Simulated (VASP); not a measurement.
# Y (Fm-3m) in VASP: further runs, part 2 of 2

VASP 6.6.1. The steps go on from the part before.

## 4. Single point, PBEsol (volume scaled by 1.10)

INCAR reads:

```
PREC     = Accurate       # precision mode
ENCUT    = 520            # plane-wave cutoff, eV
EDIFF    = 1E-6           # SCF threshold, eV
ISMEAR   = 0              # smearing method
SIGMA    = 0.1            # smearing width, eV
LREAL    = F              # projectors in reciprocal space
LASPH    = T              # aspherical terms in the spheres
NELM     = 100            # most SCF steps
ALGO     = Fast           # electronic algorithm
ISIF     = 2              # what is computed and relaxed
LWAVE    = F              # write WAVECAR
LCHARG   = F              # write CHGCAR
GGA      = PS             # functional
NBANDS   = 12             # bands
```

KPOINTS reads:

```
Automatic mesh
0
Gamma
  14 14 14
```

POSCAR reads:

```
Y
1.0
    0.0000000000      2.5688005307      2.5688005307
    2.5688005307      0.0000000000      2.5688005307
    2.5688005307      2.5688005307      0.0000000000
Y
1
Direct
    0.0000000000      0.0000000000      0.0000000000
```

Potentials or basis: VASP PAW PBE potentials, release 64 (Y_sv).

Started as:

```console
> cat potpaw_PBE.64/Y_sv/POTCAR > POTCAR
> mpirun -np 1 vasp_std > vasp.out
```

OUTCAR:

```text
PREC = Accurate
   ENCUT = 520
   EDIFF = 1E-6
   ISMEAR = 0
   LREAL = F
   LASPH = T
   NELM = 100
   ISIF = 2
   GGA = PS

 ion  position               nearest neighbor table
   1  0.000  0.000  0.000-

  LATTYP: Found a face centered cubic cell.
 ALAT       =     5.1376010614

  Lattice vectors:

 A1 = (   0.0000000000,   2.5688005307,   2.5688005307)
 A2 = (   2.5688005307,   0.0000000000,   2.5688005307)
 A3 = (   2.5688005307,   2.5688005307,   0.0000000000)

Analysis of symmetry for initial positions (statically):
=====================================================================
 Subroutine PRICEL returns:
 Original cell was already a primitive cell.

 Routine SETGRP: Setting up the symmetry group for a
 face centered cubic supercell.

 Subroutine GETGRP returns: Found 48 space group operations
 (whereof 48 operations were pure point group operations)
 out of a pool of 48 trial point group operations.

The static configuration has the point symmetry O_h .

Analysis of symmetry for dynamics (positions and initial velocities):
=====================================================================
 Subroutine PRICEL returns:
 Original cell was already a primitive cell.

 Routine SETGRP: Setting up the symmetry group for a
 face centered cubic supercell.

 Subroutine GETGRP returns: Found 48 space group operations
 (whereof 48 operations were pure point group operations)
 out of a pool of 48 trial point group operations.

The dynamic configuration has the point symmetry O_h .

 Subroutine INISYM returns: Found 48 space group operations
 (whereof 48 operations are pure point group operations),
 and found     1 'primitive' translations

----------------------------------------------------------------------------------------

                                     Primitive cell

  volume of cell :      33.9017

  direct lattice vectors                    reciprocal lattice vectors
     0.000000000  2.568800531  2.568800531    -0.194643373  0.194643373  0.194643373
     2.568800531  0.000000000  2.568800531     0.194643373 -0.194643373  0.194643373
     2.568800531  2.568800531  0.000000000     0.194643373  0.194643373 -0.194643373

  length of vectors
     3.632832550  3.632832550  3.632832550     0.337132211  0.337132211  0.337132211

  position of ions in fractional coordinates (direct lattice)
     0.000000000  0.000000000  0.000000000

  ion indices of the primitive-cell ions
   primitive index   ion index
                 1           1

----------------------------------------------------------------------------------------

 KPOINTS: Automatic mesh

Automatic generation of k-mesh.
 Grid dimensions read from file:
 generate k-points for:   14   14   14

 Generating k-lattice:

  Cartesian coordinates                     Fractional coordinates (reciprocal lattice)
    -0.013903098  0.013903098  0.013903098     0.071428571  0.000000000  0.000000000
     0.013903098 -0.013903098  0.013903098     0.000000000  0.071428571  0.000000000
     0.013903098  0.013903098 -0.013903098     0.000000000  0.000000000  0.071428571

  Length of vectors
     0.024080872  0.024080872  0.024080872

  Shift w.r.t. Gamma in fractional coordinates (k-lattice)
     0.000000000  0.000000000  0.000000000

 Subroutine IBZKPT returns following result:
 ===========================================

 Found    104 irreducible k-points:

 Following reciprocal coordinates:
            Coordinates               Weight
  0.000000  0.000000  0.000000      1.000000
  0.071429  0.000000  0.000000      8.000000
  0.142857  0.000000  0.000000      8.000000
  0.214286  0.000000  0.000000      8.000000
  0.285714  0.000000  0.000000      8.000000
  0.357143  0.000000  0.000000      8.000000
[... 16 lines left out ...]
  0.214286  0.142857  0.000000     24.000000
  0.285714  0.142857  0.000000     24.000000
 [... further k-points ...]
   k-points           NKPTS =    104   k-points in BZ     NKDIM =    104   number of bands    NBANDS=     12
   number of dos      NEDOS =    301   number of ions     NIONS =      1
   total plane-waves  NPLWV =  21952
   dimension x,y,z NGX =    28 NGY =   28 NGZ =   28
   dimension x,y,z NGXF=    56 NGYF=   56 NGZF=   56
   ions per type =               1
   NGX,Y,Z   is equivalent  to a cutoff of  12.81, 12.81, 12.81 a.u.
   NGXF,Y,Z  is equivalent  to a cutoff of  25.63, 25.63, 25.63 a.u.
 SYSTEM =  unknown system
   PREC   = accura    normal or accurate (medium, high low for compatibility)
   ISTART =      0    job   : 0-new  1-cont  2-samecut
   ICHARG =      2    charge: 1-file 2-atom 10-const
   ISPIN  =      1    spin polarized calculation?
   LNONCOLLINEAR =      F non collinear calculations
   LSORBIT =      F    spin-orbit coupling
   LASPH  =      T    aspherical Exc in radial PAW
   ENCUT  =  520.0 eV  38.22 Ry    6.18 a.u.   6.75  6.75  6.75*2*pi/ulx,y,z
   NELM   =    100;   NELMIN=  2; NELMDL= -5     # of ELM steps
   EDIFF  = 0.1E-05   stopping-criterion for ELM
   LREAL  =      F    real-space projection
   EDIFFG = 0.1E-04   stopping-criterion for IOM
   NSW    =      0    number of steps for IOM
   IBRION =     -1    ionic relax: 0-MD 1-quasi-New 2-CG
   NFREE  =      0    steps in history (QN), initial steepest desc. (CG)
   ISIF   =      2    stress and relaxation
   ISYM   =      2    0-nonsym 1-usesym 2-fastsym
   POTIM  = 0.5000    time-step for ionic-motion
   TEBEG  =    0.0;   TEEND  =   0.0 temperature during run
   PSTRESS=    0.0 pullay stress
   NELECT =      11.0000    total number of electrons
   NUPDOWN=      -1.0000    fix difference up-down
   EMIN   =  10.00;   EMAX   =-10.00  energy-range for DOS
   EFERMI =   0.00;   METHOD = LEGACY
   ISMEAR =     0;   SIGMA  =   0.10  broadening in eV -4-tet -1-fermi 0-gaus
   EFERMI_NEDOS =   21; number of points for ismear=-14 and -15
   IALGO  =     68    algorithm
   IMIX   =      4    mixing-type and parameters
     AMIX     =   0.40;   BMIX     =  1.00
     AMIX_MAG =   1.60;   BMIX_MAG =  1.00
  volume/ion in A,a.u.               =      33.90       228.78
  Fermi-wavevector in a.u.,A,eV,Ry     =   1.124947  2.125841 17.218247  1.265505
  Thomas-Fermi vector in A             =   2.261621
   LORBIT       =      0    0 simple, 1 ext, 2 COOP (PROOUT), +10 PAW based schemes
   GGA     = PS    functional components
   LHFCALC =     F    Hartree Fock is set to
   AEXX    =    0.0000 exact exchange contribution
   IVDW    =     0    specifies the selected vdW correction
   LEPSILON=     F    determine dielectric tensor
   LRPA    =     F    only Hartree local field effects (RPA)
 non-spin polarized calculation
 RMM-DIIS sequential band-by-band and
 Gauss-broadening in eV      SIGMA  =   0.10
  energy-cutoff  :      520.00
  volume of cell :       33.90
 maximum number of plane-waves:       941
   NGX = 13   NGY = 13   NGZ = 13

 number of electron      11.0000001 magnetization

 Free energy of the ion-electron system (eV)
  ---------------------------------------------------
  ext. energy  EPLUGINS =         0.00000000
  ---------------------------------------------------
  free energy    TOTEN  =        -6.76836755 eV

  energy without entropy =       -6.75949246  energy(sigma->0) =       -6.76393000

 E-fermi :   2.7977     XC(G=0):  -9.4086

 val. band max:        2.7942235684   @ k =  -0.3571   0.4286   0.2143
 cond. band min:       2.8006986978   @ k =   0.3571   0.2143   0.0000
 fundamental gap:      0.0064751294
 Fermi energy:         2.7977402899

 k-point     1 :       0.0000    0.0000    0.0000
  band No.  band energies     occupation
      1     -39.9095      2.00000
      2     -19.6515      2.00000
      3     -19.6515      2.00000
      4     -19.6515      2.00000
      5      -1.9177      2.00000
      6       4.5176      0.00000
      7       4.5176      0.00000
      8       4.5176      0.00000
      9       6.4283      0.00000
     10       6.4283      0.00000
     11      11.6585      0.00000
     12      14.7734      0.00000

 k-point     2 :       0.0714    0.0000    0.0000
  band No.  band energies     occupation
      1     -39.9068      2.00000
      2     -19.6774      2.00000
      3     -19.6548      2.00000
      4     -19.6548      2.00000
      5      -1.7954      2.00000
      6       4.3811      0.00000
      7       4.5752      0.00000
      8       4.5752      0.00000
      9       6.3655      0.00000
     10       6.3655      0.00000
     11      11.9374      0.00000
     12      14.1927      0.00000
[... 316 lines left out ...]
 k-point    24 :       0.2857    0.1429    0.0000
  band No.  band energies     occupation
      1     -39.8769      2.00000
      2     -19.9035      2.00000
      3     -19.7192      2.00000
      4     -19.7141      2.00000
      5      -0.3295      2.00000
      6       3.2417      0.00000
      7       4.5304      0.00000
      8       5.1217      0.00000
      9       5.8692      0.00000
     10       7.0002      0.00000
     11      12.5993      0.00000
     12      14.3299      0.00000

 [... further k-points ...]
[... 5 lines left out ...]
  --------------------------------------------------------------------------------------
  -------------------------------------------------------------------------------------
  Total       -0.7384009     -0.7384009     -0.7384009      0.0000000      0.0000000      0.0000000
  in kB      -34.8964810    -34.8964810    -34.8964810      0.0000000      0.0000000      0.0000000
  external PRESSURE =     -34.8964810 kB  Pullay stress =       0.0000000 kB

 VOLUME and BASIS-vectors are now :
 -----------------------------------------------------------------------------
  energy-cutoff  :      520.00
  volume of cell :       33.90
      direct lattice vectors                 reciprocal lattice vectors
     0.000000000  2.568800531  2.568800531    -0.194643373  0.194643373  0.194643373
     2.568800531  0.000000000  2.568800531     0.194643373 -0.194643373  0.194643373
     2.568800531  2.568800531  0.000000000     0.194643373  0.194643373 -0.194643373

 POSITION                                       TOTAL-FORCE (eV/Angst)
 -----------------------------------------------------------------------------------
      0.00000      0.00000      0.00000        -0.000000      0.000000      0.000000
 -----------------------------------------------------------------------------------
    total drift:                               -0.000000      0.000000     -0.000000

  FREE ENERGIE OF THE ION-ELECTRON SYSTEM (eV)
  ---------------------------------------------------
  free  energy   TOTEN  =        -6.7683675451 eV

  energy  without entropy=       -6.7594924619  energy(sigma->0) =       -6.76393000
```

It took 1.9 min on 1 thread of AMD EPYC 7R43 (Zen 3), shared host; peak memory 0.16 GiB.

What came out:

```
Free energy : -6.7684 eV
Pressure    : -3.5 GPa
```

Caveat: the cell differs from its parent crystal (volume scaled by 1.10); the PAW data sets were made with another functional, which shifts forces and pressure a little.

## 5. Single point, PBEsol

This run uses another cell than the first one, of 30.69 Å³/atom, 0.967 times its volume.

INCAR reads:

```
SYSTEM = Y
  PREC = Accurate
  ENCUT = 500
  EDIFF = 1E-6
  ISMEAR = 0
  SIGMA = 0.1
  LREAL = .FALSE.
  LASPH = .TRUE.
  NELM = 120
  ALGO = Normal
  ISIF = 2
  LWAVE = .FALSE.
  LCHARG = .FALSE.
  GGA = PS
  NBANDS = 12
  GGA_COMPAT = .FALSE.
```

KPOINTS reads:

```
regular mesh
0
G
  6 6 6
  0 0 0
```

POSCAR reads:

```
Y
1.0
    0.0000000000      2.4850000000      2.4850000000
    2.4850000000      0.0000000000      2.4850000000
    2.4850000000      2.4850000000      0.0000000000
Y
1
Direct
    0.0000000000      0.0000000000      0.0000000000
```

Started as:

```console
> cat potpaw_PBE.64/Y_sv/POTCAR > POTCAR
> mpirun -np 1 vasp_std > vasp.out
```

It took 6.4 s on 1 thread of Intel Xeon 6975P-C, shared host; peak memory 0.17 GiB.

It converged, with:

```yaml
Free_energy: -6.8126 eV
Pressure: -0.1 GPa
```

Levels at points of the mesh, in eV from the Fermi level:
| k point | band 3 | band 4 | band 5 | band 6 | band 7 | band 8 |
| --- | --- | --- | --- | --- | --- | --- |
| (0.00, 0.00, 0.00) | -22.14 | -22.14 | -4.90 | 1.81 | 1.81 | 1.81 |
| (0.50, 0.00, 0.00) | -22.23 | -22.23 | -2.10 | 0.77 | 1.62 | 1.62 |
| (0.50, 0.50, 0.00) | -22.39 | -22.39 | -1.93 | -1.02 | 2.32 | 5.57 |

Caveat: the k points lie up to 0.36 Å⁻¹ apart; the PAW data sets were made with another functional, which shifts forces and pressure a little.

## 6. Summary

```csv
cell,k mesh,cutoff (eV),gap on the mesh (eV),pressure (GPa)
"a = 3.554 Å, angles 60.0°, 1 atom",14 × 14 × 14,520,none,-1.3
"a = 3.588 Å, angles 60.0°, 1 atom",14 × 14 × 14,520,none,-2.3
"a = 3.633 Å, angles 60.0°, 1 atom",14 × 14 × 14,520,none,-3.5
"a = 3.514 Å, angles 60.0°, 1 atom",6 × 6 × 6,500,none,-0.1
```

Alike in all rows: task single point; level PBEsol; potentials or basis VASP PAW PBE potentials, release 64 (Y_sv); no spin polarisation; smearing gaussian 0.1 eV.

Caveats: some runs use coarse meshes; the PAW data sets were made with another functional, which shifts forces and pressure a little.

Total energies depend on the potentials used, so only differences within one code and one set of settings carry meaning.
